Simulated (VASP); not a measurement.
A run of VASP 6.6.1 is set up as follows.

INCAR

```
PREC     = Accurate       # precision mode
ENCUT    = 470            # plane-wave cutoff, eV
EDIFF    = 1E-8           # SCF threshold, eV
ISMEAR   = -1             # smearing method
SIGMA    = 0.05           # smearing width, eV
LREAL    = F              # projectors in reciprocal space
LASPH    = T              # aspherical terms in the spheres
NELM     = 120            # most SCF steps
ALGO     = Normal         # electronic algorithm
ISIF     = 2              # what is computed and relaxed
LWAVE    = F              # write WAVECAR
LCHARG   = F              # write CHGCAR
GGA      = PS             # functional
LEFG     = T            
NBANDS   = 27             # bands
GGA_COMPAT= F
```

The input KPOINTS:

```
regular mesh
0
Gamma
  14 14 7
```

File POSCAR:

```
Cd
1.0
    2.9283733878      0.0000000000      0.0000000000
   -1.4641866939      2.5360457456      0.0000000000
    0.0000000000      0.0000000000      5.5224171956
Cd
2
Direct
    0.3333333333      0.6666666667      0.2500000000
    0.6666666667      0.3333333333      0.7500000000
```

Potentials or basis: VASP PAW PBE potentials, release 64 (Cd_sv_GW).

Launch:

```bash
$ cat potpaw_PBE.64/Cd_sv_GW/POTCAR > POTCAR
$ mpirun -np 1 vasp_std > vasp.out
```

(1) What does it give for the band gap on the k mesh?

(2) Predict the pressure.

## Answers

(1) zero (bands 20 and 21 overlap by 4.33 eV).

(2) -1.3 GPa.

Caveat: without QUAD_EFG the Cq values of the log hold for a quadrupole moment of 1 mb, not for the nuclei; the PAW data sets were made with another functional, which shifts forces and pressure a little.
